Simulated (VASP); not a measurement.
# C (P4_322) in VASP: notebook, part 2 of 2

VASP 6.6.1. Earlier steps stand in the parts before.

## Step 3: Relaxation of cell and atoms, PBE

The input, INCAR:

```
SYSTEM = C
  PREC = Accurate
  ENCUT = 600
  EDIFF = 1E-7
  ISMEAR = 0
  SIGMA = 0.02
  LREAL = .False.
  LASPH = .True.
  NELM = 80
  ALGO = Normal
  ISIF = 3
  LWAVE = .False.
  LCHARG = .False.
  GGA = PE
  IBRION = 2
  NSW = 100
  EDIFFG = -0.01
```

The input, KPOINTS:

```
regular mesh
0
Gamma
  10 10 12
  0 0 0
```

The input, POSCAR:

```
C
1.0
    3.1064386201      0.0000000000      0.0000000000
    0.0000000000      3.1064386201      0.0000000000
    0.0000000000      0.0000000000      2.4512674980
C
4
Direct
    0.6457247016      0.0000000000      0.2500000000
    0.3542752984      0.0000000000      0.7500000000
    0.0000000000      0.6457247016      0.0000000000
    0.0000000000      0.3542752984      0.5000000000
```

Potentials or basis: VASP PAW PBE potentials, release 64 (C).

The run is started by

```
$ cat potpaw_PBE.64/C/POTCAR > POTCAR
$ mpirun -np 1 vasp_std > vasp.out
```

OUTCAR:

```text
SYSTEM = C
   PREC = Accurate
   ENCUT = 600
   EDIFF = 1E-7
   ISMEAR = 0
   LREAL = .False.
   LASPH = .True.
   NELM = 80
   ISIF = 3
   GGA = PE
   IBRION = 2
   NSW = 100
   EDIFFG = -0.01

 ion  position               nearest neighbor table
   1  0.646  0.000  0.250-   2 1.52   2 1.52   4 1.67   3 1.67
   2  0.354  0.000  0.750-   1 1.52   1 1.52   4 1.67   3 1.67
   3  0.000  0.646  0.000-   4 1.52   4 1.52   1 1.67   2 1.67
   4  0.000  0.354  0.500-   3 1.52   3 1.52   1 1.67   2 1.67

  LATTYP: Found a simple tetragonal cell.
 ALAT       =     3.1064386201
 C/A-ratio  =     0.7890925261

  Lattice vectors:

 A1 = (   3.1064386201,   0.0000000000,   0.0000000000)
 A2 = (   0.0000000000,   3.1064386201,   0.0000000000)
 A3 = (   0.0000000000,   0.0000000000,   2.4512674980)

Analysis of symmetry for initial positions (statically):
=====================================================================
 Subroutine PRICEL returns:
 Original cell was already a primitive cell.

 Routine SETGRP: Setting up the symmetry group for a
 simple tetragonal supercell.

 Subroutine GETGRP returns: Found  8 space group operations
 (whereof  2 operations were pure point group operations)
 out of a pool of 16 trial point group operations.

The static configuration has the point symmetry C_2 .
 The point group associated with its full space group is D_4 .

Analysis of symmetry for dynamics (positions and initial velocities):
=====================================================================
 Subroutine PRICEL returns:
 Original cell was already a primitive cell.

 Routine SETGRP: Setting up the symmetry group for a
 simple tetragonal supercell.

 Subroutine GETGRP returns: Found  8 space group operations
 (whereof  2 operations were pure point group operations)
 out of a pool of 16 trial point group operations.

The dynamic configuration has the point symmetry C_2 .
 The point group associated with its full space group is D_4 .

 Subroutine INISYM returns: Found  8 space group operations
 (whereof  2 operations are pure point group operations),
 and found     1 'primitive' translations

----------------------------------------------------------------------------------------

                                     Primitive cell

  volume of cell :      23.6546

  direct lattice vectors                    reciprocal lattice vectors
     3.106438620  0.000000000  0.000000000     0.321912042  0.000000000  0.000000000
     0.000000000  3.106438620  0.000000000     0.000000000  0.321912042  0.000000000
     0.000000000  0.000000000  2.451267498     0.000000000  0.000000000  0.407952213

  length of vectors
     3.106438620  3.106438620  2.451267498     0.321912042  0.321912042  0.407952213

  position of ions in fractional coordinates (direct lattice)
     0.645724702  0.000000000  0.250000000
     0.354275298  0.000000000  0.750000000
     0.000000000  0.645724702  0.000000000
     0.000000000  0.354275298  0.500000000

  ion indices of the primitive-cell ions
   primitive index   ion index
                 1           1
                 2           2
                 3           3
                 4           4
[... 56 lines left out ...]
   total plane-waves  NPLWV =  15680
   dimension x,y,z NGX =    28 NGY =   28 NGZ =   20
   dimension x,y,z NGXF=    56 NGYF=   56 NGZF=   40
   ions per type =               4
   NGX,Y,Z   is equivalent  to a cutoff of  14.98, 14.98, 13.56 a.u.
   NGXF,Y,Z  is equivalent  to a cutoff of  29.97, 29.97, 27.13 a.u.
 SYSTEM =  C
   PREC   = accura    normal or accurate (medium, high low for compatibility)
   ISTART =      0    job   : 0-new  1-cont  2-samecut
   ICHARG =      2    charge: 1-file 2-atom 10-const
   ISPIN  =      1    spin polarized calculation?
   LNONCOLLINEAR =      F non collinear calculations
   LSORBIT =      F    spin-orbit coupling
   LASPH  =      T    aspherical Exc in radial PAW
   ENCUT  =  600.0 eV  44.10 Ry    6.64 a.u.   6.20  6.20  4.90*2*pi/ulx,y,z
   NELM   =     80;   NELMIN=  2; NELMDL= -5     # of ELM steps
   EDIFF  = 0.1E-06   stopping-criterion for ELM
   LREAL  =      F    real-space projection
   EDIFFG = -.1E-01   stopping-criterion for IOM
   NSW    =    100    number of steps for IOM
   IBRION =      2    ionic relax: 0-MD 1-quasi-New 2-CG
   NFREE  =      1    steps in history (QN), initial steepest desc. (CG)
   ISIF   =      3    stress and relaxation
   ISYM   =      2    0-nonsym 1-usesym 2-fastsym
   POTIM  = 0.5000    time-step for ionic-motion
   TEBEG  =    0.0;   TEEND  =   0.0 temperature during run
   PSTRESS=    0.0 pullay stress
   NELECT =      16.0000    total number of electrons
   NUPDOWN=      -1.0000    fix difference up-down
   EMIN   =  10.00;   EMAX   =-10.00  energy-range for DOS
   EFERMI =   0.00;   METHOD = LEGACY
   ISMEAR =     0;   SIGMA  =   0.02  broadening in eV -4-tet -1-fermi 0-gaus
   EFERMI_NEDOS =   21; number of points for ismear=-14 and -15
   IALGO  =     38    algorithm
   IMIX   =      4    mixing-type and parameters
     AMIX     =   0.40;   BMIX     =  1.00
     AMIX_MAG =   1.60;   BMIX_MAG =  1.00
  volume/ion in A,a.u.               =       5.91        39.91
  Fermi-wavevector in a.u.,A,eV,Ry     =   1.437064  2.715657 28.098107  2.065153
  Thomas-Fermi vector in A             =   2.556183
   LORBIT       =      0    0 simple, 1 ext, 2 COOP (PROOUT), +10 PAW based schemes
   GGA     = PE    functional components
   LHFCALC =     F    Hartree Fock is set to
   AEXX    =    0.0000 exact exchange contribution
   IVDW    =     0    specifies the selected vdW correction
   LEPSILON=     F    determine dielectric tensor
   LRPA    =     F    only Hartree local field effects (RPA)
 conjugate gradient relaxation of ions
 non-spin polarized calculation
 Gauss-broadening in eV      SIGMA  =   0.02
  energy-cutoff  :      600.00
  volume of cell :       23.65
 maximum number of plane-waves:       808
 NGX is ok and might be reduce to    28
   NGX = 13   NGY = 13   NGZ =  9

--------------------------------------- Ionic step        1  -------------------------------------------

 number of electron      16.0000000 magnetization

 Free energy of the ion-electron system (eV)
  ---------------------------------------------------
  ext. energy  EPLUGINS =         0.00000000
  ---------------------------------------------------
  free energy    TOTEN  =       -31.99742785 eV

  energy without entropy =      -31.99742785  energy(sigma->0) =      -31.99742785

------------------------ aborting loop because EDIFF is reached ----------------------------------------

  FORCE on cell =-STRESS in cart. coord.  units (eV):
  Direction    XX          YY          ZZ          XY          YZ          ZX
  --------------------------------------------------------------------------------------
  -------------------------------------------------------------------------------------
  Total       -0.0182335     -0.0182335      0.0826267      0.0000000      0.0000000      0.0000000
  in kB       -1.2349943     -1.2349943      5.5964791      0.0000000      0.0000000      0.0000000
  external PRESSURE =       1.0421635 kB  Pullay stress =       0.0000000 kB
[... 63 lines left out ...]
--------------------------------------- Ionic step        3  -------------------------------------------

 number of electron      16.0000000 magnetization

 Free energy of the ion-electron system (eV)
  ---------------------------------------------------
  ext. energy  EPLUGINS =         0.00000000
  ---------------------------------------------------
  free energy    TOTEN  =       -31.99748035 eV

  energy without entropy =      -31.99748035  energy(sigma->0) =      -31.99748035

 E-fermi :  10.3911     XC(G=0): -13.1381

 val. band max:       10.2062368869   @ k =   0.5000   0.5000   0.1667
 cond. band min:      11.2556057462   @ k =   0.0000   0.0000   0.4167
 fundamental gap:      1.0493688592
 Fermi energy:        10.3910640682

 k-point     1 :       0.0000    0.0000    0.0000
  band No.  band energies     occupation
      1     -11.9714      2.00000
      2      -2.7319      2.00000
      3       0.0589      2.00000
      4       0.0589      2.00000
      5       3.3584      2.00000
      6       5.7351      2.00000
      7       5.7351      2.00000
      8       9.6981      2.00000
      9      13.7099      0.00000
     10      13.7099      0.00000
     11      17.3880      0.00000
     12      18.7981      0.00000
[... 331 lines left out ...]
 k-point    24 :       0.2000    0.0000    0.0833
  band No.  band energies     occupation
      1     -11.3647      2.00000
      2      -4.5768      2.00000
      3       0.5442      2.00000
      4       0.6948      2.00000
      5       3.6882      2.00000
      6       5.2580      2.00000
      7       6.6966      2.00000
      8       7.4761      2.00000
      9      13.2677      0.00000
     10      15.8897      0.00000
     11      16.2434      0.00000
     12      18.6256      0.00000

 [... further k-points ...]
[... 5 lines left out ...]
  --------------------------------------------------------------------------------------
  -------------------------------------------------------------------------------------
  Total       -0.0211369     -0.0211369     -0.0081220      0.0000000     -0.0000000      0.0000000
  in kB       -1.4312837     -1.4312837     -0.5499814      0.0000000     -0.0000000      0.0000000
  external PRESSURE =      -1.1375163 kB  Pullay stress =       0.0000000 kB
[... 19 lines left out ...]
  FREE ENERGIE OF THE ION-ELECTRON SYSTEM (eV)
  ---------------------------------------------------
  free  energy   TOTEN  =       -31.9974803513 eV

  energy  without entropy=      -31.9974803513  energy(sigma->0) =      -31.99748035

 reached required accuracy - stopping structural energy minimisation
```

CONTCAR:

```text
C
   1.00000000000000
     3.1061285935666558    0.0000000000000000    0.0000000000000000
     0.0000000000000000    3.1061285935666558    0.0000000000000000
     0.0000000000000000    0.0000000000000000    2.4523761026922353
  C
     4
Direct
     0.6459157756552676    0.0000000000000000    0.2500000000000000
     0.3540842243447324    0.0000000000000000    0.7500000000000000
     0.0000000000000000    0.6459157756552676    0.0000000000000000
     0.0000000000000000    0.3540842243447324    0.5000000000000000

  0.00000000E+00  0.00000000E+00  0.00000000E+00
  0.00000000E+00  0.00000000E+00  0.00000000E+00
  0.00000000E+00  0.00000000E+00  0.00000000E+00
  0.00000000E+00  0.00000000E+00  0.00000000E+00
```

It took 50 s on 1 thread of Intel Xeon Platinum 8488C (Sapphire Rapids), shared host; peak memory 0.16 GiB.

Results:

- Free energy: -31.9975 eV
- Relaxed volume: 5.92 Å³/atom
- Relaxed cell: a = 3.106 Å, b = 3.106 Å, c = 2.452 Å, α = 90.00°, β = 90.00°, γ = 90.00°
- Space group after relaxing (to 0.05 Å): P4_322 (No. 95)
- Energy gained by relaxing: 0.0 meV/atom
- Ionic steps: 3
- Pressure after relaxing: -0.1 GPa
- Band gap on the k mesh: 1.05 eV, indirect (least direct gap 3.85 eV)

Stress tensor (GPa, compression positive):
```
-0.14  0.00  0.00
 0.00 -0.14  0.00
 0.00  0.00 -0.05
```

Final structure:
```
C
1.0
     3.10613    0.00000    0.00000
     0.00000    3.10613    0.00000
     0.00000    0.00000    2.45238
C
4
Direct
  0.64592 0.00000 0.25000
  0.35408 0.00000 0.75000
  0.00000 0.64592 0.00000
  0.00000 0.35408 0.50000
```

A k mesh can miss the band edges.
